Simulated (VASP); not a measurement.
# HgTe (Coloradoite) (F-43m) in VASP: relaxation of cell and atoms with HSE06

Aim: the relaxation of cell and atoms of HgTe (Coloradoite) with HSE06.

All numbers are computed with VASP 6.6.1; they aren't measurements. Logs are shortened: lines on timing, memory, paths and dates and some standing lists are left out, and cuts for length are marked.

**1. The cell of the first run**

Symmetry: F-43m, No. 216, cubic system. The conventional cell has a = 6.578 Å, b = 6.578 Å, c = 6.578 Å, α = 90.00°, β = 90.00°, γ = 90.00°. Within 3.8 Å of Hg (site symmetry -43m) lie 4 Te at 2.85 Å. Te (site symmetry -43m) has 4 Hg at 2.85 Å within 3.8 Å.

**2. Relaxation of cell and atoms, HSE06**

Contents of POSCAR:

```
HgTe
1.0
    0.0000000000      3.2891972678      3.2891972678
    3.2891972678      0.0000000000      3.2891972678
    3.2891972678      3.2891972678      0.0000000000
Hg Te
1 1
Direct
    0.0000000000      0.0000000000      0.0000000000
    0.2500000000      0.2500000000      0.2500000000
```

Contents of INCAR.step1:

```
  PREC = Accurate
  ENCUT = 600
  EDIFF = 1E-5
  ISMEAR = -1
  SIGMA = 0.02
  LREAL = F
  LASPH = T
  NELM = 80
  ALGO = Normal
  LWAVE = T
  LCHARG = F
  GGA = PE
  NBANDS = 16
```

Contents of INCAR.step2:

```
  PREC = Accurate
  ENCUT = 600
  EDIFF = 1E-7
  ISMEAR = -1
  SIGMA = 0.02
  LREAL = F
  LASPH = T
  NELM = 80
  ALGO = Normal
  ISIF = 3
  LWAVE = F
  LCHARG = F
  GGA = PE
  LHFCALC = T
  HFSCREEN = 0.2079
  PRECFOCK = Normal
  IBRION = 2
  NSW = 80
  EDIFFG = -0.005
  ISTART = 1
```

Contents of KPOINTS:

```
Automatic mesh
0
Gamma
  4 4 4
```

Potentials or basis: VASP PAW PBE potentials, release 64 (Hg, Te).

Launch:

```sh
$ cat potpaw_PBE.64/Hg/POTCAR potpaw_PBE.64/Te/POTCAR > POTCAR
$ cp INCAR.step1 INCAR
$ mpirun -np 1 vasp_std > vasp.out
$ cp INCAR.step2 INCAR
$ mpirun -np 1 vasp_std > vasp.out
```

OUTCAR:

```text
PREC = Accurate
   ENCUT = 600
   EDIFF = 1E-7
   ISMEAR = -1
   LREAL = F
   LASPH = T
   NELM = 80
   ISIF = 3
   GGA = PE
   LHFCALC = T
   HFSCREEN = 0.2079
   PRECFOCK = Normal
   IBRION = 2
   NSW = 80
   EDIFFG = -0.005
   ISTART = 1

 ion  position               nearest neighbor table
   1  0.000  0.000  0.000-   2 2.85   2 2.85   2 2.85   2 2.85
   2  0.250  0.250  0.250-   1 2.85   1 2.85   1 2.85   1 2.85

  LATTYP: Found a face centered cubic cell.
 ALAT       =     6.5783945356

  Lattice vectors:

 A1 = (   0.0000000000,   3.2891972678,   3.2891972678)
 A2 = (   3.2891972678,   0.0000000000,   3.2891972678)
 A3 = (   3.2891972678,   3.2891972678,   0.0000000000)

Analysis of symmetry for initial positions (statically):
=====================================================================
 Subroutine PRICEL returns:
 Original cell was already a primitive cell.

 Routine SETGRP: Setting up the symmetry group for a
 face centered cubic supercell.

 Subroutine GETGRP returns: Found 24 space group operations
 (whereof 24 operations were pure point group operations)
 out of a pool of 48 trial point group operations.

The static configuration has the point symmetry T_d .

Analysis of symmetry for dynamics (positions and initial velocities):
=====================================================================
 Subroutine PRICEL returns:
 Original cell was already a primitive cell.

 Routine SETGRP: Setting up the symmetry group for a
 face centered cubic supercell.

 Subroutine GETGRP returns: Found 24 space group operations
 (whereof 24 operations were pure point group operations)
 out of a pool of 48 trial point group operations.

The dynamic configuration has the point symmetry T_d .

 Subroutine INISYM returns: Found 24 space group operations
 (whereof 24 operations are pure point group operations),
 and found     1 'primitive' translations

----------------------------------------------------------------------------------------

                                     Primitive cell

  volume of cell :      71.1705

  direct lattice vectors                    reciprocal lattice vectors
     0.000000000  3.289197268  3.289197268    -0.152012774  0.152012774  0.152012774
     3.289197268  0.000000000  3.289197268     0.152012774 -0.152012774  0.152012774
     3.289197268  3.289197268  0.000000000     0.152012774  0.152012774 -0.152012774

  length of vectors
     4.651627385  4.651627385  4.651627385     0.263293847  0.263293847  0.263293847

  position of ions in fractional coordinates (direct lattice)
     0.000000000  0.000000000  0.000000000
     0.250000000  0.250000000  0.250000000

  ion indices of the primitive-cell ions
   primitive index   ion index
                 1           1
                 2           2

----------------------------------------------------------------------------------------

 KPOINTS: Automatic mesh

Automatic generation of k-mesh.
 Grid dimensions read from file:
 generate k-points for:    4    4    4

 Generating k-lattice:

  Cartesian coordinates                     Fractional coordinates (reciprocal lattice)
    -0.038003193  0.038003193  0.038003193     0.250000000  0.000000000  0.000000000
     0.038003193 -0.038003193  0.038003193     0.000000000  0.250000000  0.000000000
     0.038003193  0.038003193 -0.038003193     0.000000000  0.000000000  0.250000000

  Length of vectors
     0.065823462  0.065823462  0.065823462

  Shift w.r.t. Gamma in fractional coordinates (k-lattice)
     0.000000000  0.000000000  0.000000000

 Subroutine IBZKPT returns following result:
 ===========================================

 Found      8 irreducible k-points:

 Following reciprocal coordinates:
            Coordinates               Weight
  0.000000  0.000000  0.000000      1.000000
  0.250000  0.000000  0.000000      8.000000
  0.500000  0.000000  0.000000      4.000000
  0.250000  0.250000  0.000000      6.000000
  0.500000  0.250000  0.000000     24.000000
 -0.250000  0.250000  0.000000     12.000000
  0.500000  0.500000  0.000000      3.000000
 -0.250000  0.500000  0.250000      6.000000
   k-points           NKPTS =      8   k-points in BZ     NKDIM =     64   number of bands    NBANDS=     13
   number of dos      NEDOS =    301   number of ions     NIONS =      2
   total plane-waves  NPLWV =  64000
   dimension x,y,z NGX =    40 NGY =   40 NGZ =   40
   dimension x,y,z NGXF=    80 NGYF=   80 NGZF=   80
   ions per type =               1   1
   NGX,Y,Z   is equivalent  to a cutoff of  14.30, 14.30, 14.30 a.u.
   NGXF,Y,Z  is equivalent  to a cutoff of  28.59, 28.59, 28.59 a.u.
 SYSTEM =  unknown system
   PREC   = accura    normal or accurate (medium, high low for compatibility)
   ISTART =      1    job   : 0-new  1-cont  2-samecut
   ICHARG =      0    charge: 1-file 2-atom 10-const
   ISPIN  =      1    spin polarized calculation?
   LNONCOLLINEAR =      F non collinear calculations
   LSORBIT =      F    spin-orbit coupling
   LASPH  =      T    aspherical Exc in radial PAW
   ENCUT  =  600.0 eV  44.10 Ry    6.64 a.u.   9.29  9.29  9.29*2*pi/ulx,y,z
   NELM   =     80;   NELMIN=  2; NELMDL=  0     # of ELM steps
   EDIFF  = 0.1E-06   stopping-criterion for ELM
   LREAL  =      F    real-space projection
   EDIFFG = -.5E-02   stopping-criterion for IOM
   NSW    =     80    number of steps for IOM
   IBRION =      2    ionic relax: 0-MD 1-quasi-New 2-CG
   NFREE  =      1    steps in history (QN), initial steepest desc. (CG)
   ISIF   =      3    stress and relaxation
   ISYM   =      3    0-nonsym 1-usesym 2-fastsym
   POTIM  = 0.5000    time-step for ionic-motion
   TEBEG  =    0.0;   TEEND  =   0.0 temperature during run
   PSTRESS=    0.0 pullay stress
   NELECT =      18.0000    total number of electrons
   NUPDOWN=      -1.0000    fix difference up-down
   EMIN   =  10.00;   EMAX   =-10.00  energy-range for DOS
   EFERMI =   0.00;   METHOD = LEGACY
   ISMEAR =    -1;   SIGMA  =   0.02  broadening in eV -4-tet -1-fermi 0-gaus
   EFERMI_NEDOS =   21; number of points for ismear=-14 and -15
   IALGO  =     38    algorithm
   IMIX   =      1    mixing-type and parameters
     AMIX     =   0.40;   BMIX     =  1.00
     AMIX_MAG =   1.60;   BMIX_MAG =  1.00
  volume/ion in A,a.u.               =      35.59       240.14
  Fermi-wavevector in a.u.,A,eV,Ry     =   1.035299  1.956431 14.583320  1.071844
  Thomas-Fermi vector in A             =   2.169635
   LORBIT       =      0    0 simple, 1 ext, 2 COOP (PROOUT), +10 PAW based schemes
   GGA     = PE    functional components
   LHFCALC =     T    Hartree Fock is set to
   PRECFOCK=normal    Normal, Fast or Accurate (Low or Medium for compatibility)
   ENCUT4O =  -1.0   cutoff for four orbital integrals eV
   NKREDX  =     1    reduce k-point grid by
   NKREDY  =     1    reduce k-point grid by
   NKREDZ  =     1    reduce k-point grid by
   AEXX    =    0.2500 exact exchange contribution
   HFSCREEN=    0.2079 screening length (either q_TF or 0.3 A-1)
   HFSCREENC=   0.2079 screening length for correlation (either q_TF or 0.3 A-1)
   ENCUTFOCK=  -1.0 apply spherical cutoff to Coloumb kernel
   IVDW    =     0    specifies the selected vdW correction
   LEPSILON=     F    determine dielectric tensor
   LRPA    =     F    only Hartree local field effects (RPA)
 conjugate gradient relaxation of ions
 non-spin polarized calculation
  energy-cutoff  :      600.00
  volume of cell :       71.17
 maximum number of plane-waves:      2421
 NGX is ok and might be reduce to    40
  NGX = 28; NGY = 28; NGZ = 28

--------------------------------------- Ionic step        1  -------------------------------------------

 number of electron      17.9999999 magnetization

 Free energy of the ion-electron system (eV)
  ---------------------------------------------------
  ext. energy  EPLUGINS =         0.00000000
  ---------------------------------------------------
  free energy    TOTEN  =        -4.66854986 eV

  energy without entropy =       -4.66735639  energy(sigma->0) =       -4.66795312

------------------------ aborting loop because EDIFF is reached ----------------------------------------

  FORCE on cell =-STRESS in cart. coord.  units (eV):
  Direction    XX          YY          ZZ          XY          YZ          ZX
  --------------------------------------------------------------------------------------
  -------------------------------------------------------------------------------------
  Total        0.0535502      0.0535502      0.0535502      0.0000000      0.0000000      0.0000000
  in kB        1.2055141      1.2055141      1.2055141      0.0000000      0.0000000      0.0000000
  external PRESSURE =       1.2055141 kB  Pullay stress =       0.0000000 kB

 VOLUME and BASIS-vectors are now :
 -----------------------------------------------------------------------------
  energy-cutoff  :      600.00
  volume of cell :       71.17
      direct lattice vectors                 reciprocal lattice vectors
     0.000000000  3.289197268  3.289197268    -0.152012774  0.152012774  0.152012774
     3.289197268  0.000000000  3.289197268     0.152012774 -0.152012774  0.152012774
     3.289197268  3.289197268  0.000000000     0.152012774  0.152012774 -0.152012774
[... 37 lines left out ...]
 POSITION                                       TOTAL-FORCE (eV/Angst)
 -----------------------------------------------------------------------------------
      0.00000      0.00000      0.00000         0.000000      0.000000      0.000000
      1.64672      1.64672      1.64672        -0.000000     -0.000000     -0.000000
 -----------------------------------------------------------------------------------
    total drift:                               -0.000001     -0.000000     -0.000001

  FREE ENERGIE OF THE ION-ELECTRON SYSTEM (eV)
  ---------------------------------------------------
  free  energy   TOTEN  =        -4.6686206800 eV

  energy  without entropy=       -4.6674272099  energy(sigma->0) =       -4.66802394

--------------------------------------- Ionic step        3  -------------------------------------------

 number of electron      17.9999999 magnetization

 Free energy of the ion-electron system (eV)
  ---------------------------------------------------
  ext. energy  EPLUGINS =         0.00000000
  ---------------------------------------------------
  free energy    TOTEN  =        -4.66862807 eV

  energy without entropy =       -4.66743460  energy(sigma->0) =       -4.66803134

 E-fermi :   2.0984     XC(G=0):  -7.0880

 val. band max:        2.0845659591   @ k =   0.0000   0.0000   0.0000
 cond. band min:       3.4339701128   @ k =   0.5000   0.0000   0.0000
 fundamental gap:      1.3494041537
 Fermi energy:         2.0984275592

 k-point     1 :       0.0000    0.0000    0.0000
  band No.  band energies     occupation
      1     -10.5319      2.00000
      2      -6.0731      2.00000
      3      -6.0731      2.00000
      4      -6.0731      2.00000
      5      -5.6054      2.00000
      6      -5.6054      2.00000
      7       1.8167      2.00000
      8       2.0846      1.33338
      9       2.0846      1.33332
     10       2.0846      1.33330
     11       7.1672      0.00000
     12       7.1672      0.00000
     13       7.1672      0.00000

 k-point     2 :       0.2500    0.0000    0.0000
  band No.  band energies     occupation
      1     -10.2666      2.00000
      2      -6.0110      2.00000
      3      -6.0110      2.00000
      4      -5.8773      2.00000
      5      -5.6061      2.00000
      6      -5.6061      2.00000
      7      -1.3300      2.00000
      8       1.5577      2.00000
      9       1.5577      2.00000
     10       3.5469      0.00000
     11       7.7366      0.00000
[... 118 lines left out ...]
 POSITION                                       TOTAL-FORCE (eV/Angst)
 -----------------------------------------------------------------------------------
      0.00000      0.00000      0.00000         0.000000      0.000000      0.000000
      1.64622      1.64622      1.64622         0.000000     -0.000000     -0.000000
 -----------------------------------------------------------------------------------
    total drift:                               -0.000001      0.000001     -0.000001

  FREE ENERGIE OF THE ION-ELECTRON SYSTEM (eV)
  ---------------------------------------------------
  free  energy   TOTEN  =        -4.6686280717 eV

  energy  without entropy=       -4.6674346008  energy(sigma->0) =       -4.66803134

 reached required accuracy - stopping structural energy minimisation
```

Wall time 20 min (1 thread of Intel Xeon 6975P-C (Granite Rapids), shared host); peak memory 0.36 GiB.

Results:

```
Free energy                            : -4.6686 eV
Relaxed volume                         : 35.69 Å³/atom
Relaxed cell                           : a = 4.656 Å, b = 4.656 Å, c = 4.656 Å, α = 60.00°, β = 60.00°, γ = 60.00°
Space group after relaxing (to 0.05 Å) : F-43m (No. 216)
Energy gained by relaxing              : 0.0 meV/atom
Ionic steps                            : 3
Pressure after relaxing                : 0.0 GPa
Band gap on the k mesh                 : zero (filled and empty bands touch)
```

Final structure:
```
Hg Te
1.0
     0.00000    3.29244    3.29244
     3.29244    0.00000    3.29244
     3.29244    3.29244    0.00000
Hg Te
1 1
Cartesian
  0.0000 0.0000 0.0000
  1.6462 1.6462 1.6462
```

Caveat: the k points lie up to 0.41 Å⁻¹ apart in the final cell; the PAW data sets were made with another functional, which shifts forces and pressure a little; spin-orbit coupling is left out, which moves the levels of the heavy elements.
